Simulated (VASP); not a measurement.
A run of VASP 6.6.1 is set up as follows.

INCAR

```
SYSTEM = W
PREC = Accurate
ENCUT = 520
EDIFF = 1E-6
ISMEAR = 0
SIGMA = 0.15
LREAL = .FALSE.
LASPH = .TRUE.
NELM = 100
ALGO = Fast
ISIF = 2
LWAVE = .FALSE.
LCHARG = .TRUE.
GGA = PS
LELF = .TRUE.
LVHAR = .TRUE.
NBANDS = 66
```

File KPOINTS:

```
regular mesh
0
G
  8 8 8
  0 0 0
```

File POSCAR:

```
W
1.0
   -3.9979915338     -3.9979915338      0.0000000000
    0.0000000000     -3.9979915338      3.9979915338
   -3.9979915338      0.0000000000      3.9979915338
W
8
Direct
    0.5000000000      0.0000000000      0.0000000000
    0.0000000000      0.0000000000      0.0000000000
    0.5000000000      0.5000000000      0.0000000000
    0.0000000000      0.5000000000      0.0000000000
    0.5000000000      0.0000000000      0.5000000000
    0.0000000000      0.0000000000      0.5000000000
    0.5000000000      0.5000000000      0.5000000000
    0.0000000000      0.5000000000      0.5000000000
```

Potentials or basis: VASP PAW PBE potentials, release 64 (W_sv).

Command:

```sh
$ cat potpaw_PBE.64/W_sv/POTCAR > POTCAR
$ mpirun -np 1 vasp_std > vasp.out
```

Estimate the band gap on the k mesh.

zero (bands 56 and 57 overlap by 0.93 eV).

What does it give for the pressure?

0.7 GPa.

Caveat: the PAW data sets were made with another functional, which shifts forces and pressure a little; spin-orbit coupling is left out, which moves the levels of the heavy elements.
